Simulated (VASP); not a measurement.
# ScAl3 (Cmmm) in VASP: notebook, part 2 of 2

VASP 6.6.1. The steps go on from the part before.

### 4 Single point, PBE (strain -0.0500 x Voigt [0, 0, 0, 1, 0, 0])

INCAR

```
PREC     = Accurate       # precision mode
ENCUT    = 520            # plane-wave cutoff, eV
EDIFF    = 1E-6           # SCF threshold, eV
ISMEAR   = 0              # smearing method
SIGMA    = 0.15           # smearing width, eV
LREAL    = False          # projectors in reciprocal space
LASPH    = True           # aspherical terms in the spheres
NELM     = 60             # most SCF steps
ALGO     = Fast           # electronic algorithm
ISIF     = 2              # what is computed and relaxed
LWAVE    = False          # write WAVECAR
LCHARG   = False          # write CHGCAR
GGA      = PE             # functional
NBANDS   = 18             # bands
```

KPOINTS

```
regular mesh
0
Gamma
  12 12 12
```

POSCAR

```
ScAl3
1.0
    4.1053305968      0.0000000000      0.0000000000
    0.0000000000      4.1053305968     -0.1026332649
    0.0000000000     -0.1026332649      4.1053305968
Sc Al
1 3
Direct
    0.0000000000      0.0000000000      0.0000000000
    0.5000000000      0.0000000000      0.5000000000
    0.0000000000      0.5000000000      0.5000000000
    0.5000000000      0.5000000000      0.0000000000
```

Potentials or basis: VASP PAW PBE potentials, release 64 (Sc_sv, Al).

On the command line:

```bash
$ cat potpaw_PBE.64/Sc_sv/POTCAR potpaw_PBE.64/Al/POTCAR > POTCAR
$ mpirun -np 1 vasp_std > vasp.out
```

OUTCAR:

```text
PREC = Accurate
   ENCUT = 520
   EDIFF = 1E-6
   ISMEAR = 0
   LREAL = False
   LASPH = True
   NELM = 60
   ISIF = 2
   GGA = PE

 ion  position               nearest neighbor table
   1  0.000  0.000  0.000-   3 2.83   3 2.83   4 2.90   2 2.90   4 2.90   2 2.90   2 2.90   4 2.90
                             2 2.90   4 2.90   3 2.98   3 2.98
   2  0.500  0.000  0.500-   4 2.83   4 2.83   1 2.90   1 2.90   3 2.90   3 2.90   1 2.90   3 2.90
                             1 2.90   3 2.90   4 2.98   4 2.98
   3  0.000  0.500  0.500-   1 2.83   1 2.83   4 2.90   4 2.90   2 2.90   2 2.90   2 2.90   4 2.90
                             4 2.90   2 2.90   1 2.98   1 2.98
   4  0.500  0.500  0.000-   2 2.83   2 2.83   3 2.90   3 2.90   1 2.90   1 2.90   1 2.90   3 2.90
                             3 2.90   1 2.90   2 2.98   2 2.98

  LATTYP: Found a base centered orthorhombic cell.
 ALAT       =     5.6606688528
 B/A-ratio  =     1.0512820513
 C/A-ratio  =     0.7252377243

  Lattice vectors:

 A1 = (   0.0000000000,   4.1053305968,  -0.1026332649)
 A2 = (   0.0000000000,  -0.1026332649,   4.1053305968)
 A3 = (   4.1053305968,   0.0000000000,   0.0000000000)

[... 179 lines left out ...]

 E-fermi :   7.1591     XC(G=0): -10.3684

 val. band max:        7.1588626205   @ k =   0.3333   0.2500  -0.0000
 cond. band min:       7.1678761435   @ k =   0.0000  -0.4167   0.2500
 fundamental gap:      0.0090135230
 Fermi energy:         7.1591358919

 k-point     1 :       0.0000    0.0000    0.0000
  band No.  band energies     occupation
      1     -41.8529      2.00000
      2     -20.5619      2.00000
      3     -20.5513      2.00000
      4     -20.5439      2.00000
      5      -2.8035      2.00000
      6       4.5534      2.00000
[... 481 lines left out ...]
      5      -1.9966      2.00000
      6       2.2558      2.00000
[... 10 lines left out ...]
     17      11.9426      0.00000
     18      12.6808      0.00000

 [... further k-points ...]

------------------------ aborting loop because EDIFF is reached ----------------------------------------

  FORCE on cell =-STRESS in cart. coord.  units (eV):
  Direction    XX          YY          ZZ          XY          YZ          ZX
  --------------------------------------------------------------------------------------
  -------------------------------------------------------------------------------------
  Total       -0.0221779      0.2500144      0.2500144      0.0000000      1.5385571      0.0000000
  in kB       -0.5138763      5.7929890      5.7929890      0.0000000     35.6493242      0.0000000
  external PRESSURE =       3.6907005 kB  Pullay stress =       0.0000000 kB

 VOLUME and BASIS-vectors are now :
 -----------------------------------------------------------------------------
  energy-cutoff  :      520.00
  volume of cell :       69.15
      direct lattice vectors                 reciprocal lattice vectors
     4.105330597  0.000000000  0.000000000     0.243585742  0.000000000  0.000000000
     0.000000000  4.105330597 -0.102633265     0.000000000  0.243738078  0.006093452
     0.000000000 -0.102633265  4.105330597     0.000000000  0.006093452  0.243738078

 POSITION                                       TOTAL-FORCE (eV/Angst)
 -----------------------------------------------------------------------------------
      0.00000      0.00000      0.00000         0.000000      0.000000      0.000000
      2.05267     -0.05132      2.05267         0.000000      0.000000      0.000000
      0.00000      2.00135      2.00135         0.000000      0.000000      0.000000
      2.05267      2.05267     -0.05132         0.000000     -0.000000      0.000000
 -----------------------------------------------------------------------------------
    total drift:                               -0.000000      0.000000      0.000000

  FREE ENERGIE OF THE ION-ELECTRON SYSTEM (eV)
  ---------------------------------------------------
  free  energy   TOTEN  =       -19.2685200948 eV

  energy  without entropy=      -19.2530726101  energy(sigma->0) =      -19.26079635
```

OSZICAR:

```text
N       E                     dE             d eps       ncg     rms          rms(c)
DAV:   1     0.108309846968E+03    0.10831E+03   -0.82331E+03 10852   0.100E+03
DAV:   2    -0.152762008884E+02   -0.12359E+03   -0.12066E+03 10854   0.290E+02
DAV:   3    -0.201505939325E+02   -0.48744E+01   -0.47093E+01 16318   0.555E+01
DAV:   4    -0.202790594252E+02   -0.12847E+00   -0.12792E+00 16648   0.922E+00
DAV:   5    -0.202814130725E+02   -0.23536E-02   -0.23534E-02 15914   0.112E+00    0.872E+00
RMM:   6    -0.192047773419E+02    0.10766E+01   -0.18205E+00 11260   0.150E+01    0.262E+00
RMM:   7    -0.193275428405E+02   -0.12277E+00   -0.22962E+00 14938   0.651E+00    0.142E+00
RMM:   8    -0.192685980729E+02    0.58945E-01   -0.14527E-01 12279   0.447E+00    0.160E+00
RMM:   9    -0.192723427228E+02   -0.37446E-02   -0.87627E-02 15414   0.216E+00    0.664E-01
RMM:  10    -0.192680963149E+02    0.42464E-02   -0.19974E-02 13810   0.130E+00    0.126E-01
RMM:  11    -0.192688607382E+02   -0.76442E-03   -0.55373E-03 15137   0.486E-01    0.102E-01
RMM:  12    -0.192685415398E+02    0.31920E-03   -0.15331E-03 16474   0.280E-01    0.321E-02
RMM:  13    -0.192685858288E+02   -0.44289E-04   -0.23346E-04 16474   0.102E-01    0.599E-02
RMM:  14    -0.192685153782E+02    0.70451E-04   -0.18316E-04 14720   0.145E-01    0.457E-02
RMM:  15    -0.192685192639E+02   -0.38857E-05   -0.43638E-05 14931   0.471E-02    0.293E-02
RMM:  16    -0.192685200948E+02   -0.83090E-06   -0.92208E-06 14090   0.278E-02
   1 F= -.19268520E+02 E0= -.19260796E+02  d E =-.154475E-01
```

stdout:

```text
POSCAR found type information on POSCAR ScAl
 POSCAR found :  2 types and       4 ions
 scaLAPACK will be used
 LDA part: xc-table for (Slater+PW92), standard interpolation
 POSCAR, INCAR and KPOINTS ok, starting setup
 FFT: planning ... GRIDC
 FFT: planning ... GRID_SOFT
 FFT: planning ... GRID
 WAVECAR not read
 entering main loop
```

Wall time 3.9 min (1 thread of Intel Xeon Platinum 8488C (Sapphire Rapids), shared host); peak memory 0.44 GiB.

What came out:

| Item | Value |
| --- | --- |
| Free energy | -19.2685 eV |
| Pressure | 0.4 GPa |
| Band gap on the k mesh | zero (bands 10 and 11 overlap by 3.65 eV) |

Levels at points of the mesh, in eV from the Fermi level:
```tsv
k point	band 6	band 7	band 8	band 9	band 10	band 11	band 12	band 13	band 14	band 15
(0.00, 0.00, 0.00)	-2.61	-2.59	-1.93	-1.81	-1.66	1.15	1.28	1.32	1.40	4.69
(0.50, 0.00, 0.00)	-7.28	-1.78	-1.59	-1.44	0.82	0.97	1.03	1.37	1.57	2.17
(0.00, 0.50, 0.00)	-7.28	-1.73	-1.69	-1.41	0.49	0.99	1.18	1.51	1.62	2.16
(0.50, 0.50, 0.00)	-5.61	-5.61	-4.32	-0.56	-0.53	1.16	1.41	2.07	2.49	3.32
(0.00, 0.50, 0.50)	-5.88	-5.33	-4.32	-0.64	-0.40	1.20	1.33	2.09	2.46	3.14
(0.50, 0.50, 0.50)	-4.78	-4.50	-4.42	-3.14	-2.94	-2.73	0.94	2.57	2.59	3.84
```

Caveat: the cell differs from its parent crystal (strain -0.0500 x Voigt [0, 0, 0, 1, 0, 0]).

### 5 Overview

| cell | gap on the mesh (eV) | pressure (GPa) |
| --- | --- | --- |
| a = 4.105, b = 4.110, c = 4.110 Å, angles 95.7, 90.0, 90.0°, 4 atoms | none | 1.4 |
| a = 4.105, b = 4.108, c = 4.108 Å, angles 85.7, 90.0, 90.0°, 4 atoms | none | 0.8 |
| a = 4.105, b = 4.107, c = 4.107 Å, angles 92.9, 90.0, 90.0°, 4 atoms | none | 0.4 |

Alike in all rows: task single point; level PBE; potentials or basis VASP PAW PBE potentials, release 64 (Sc_sv, Al); no spin polarisation; k mesh 12 × 12 × 12; cutoff (eV) 520; smearing gaussian 0.15 eV.

Total energies depend on the potentials used, so only differences within one code and one set of settings carry meaning.
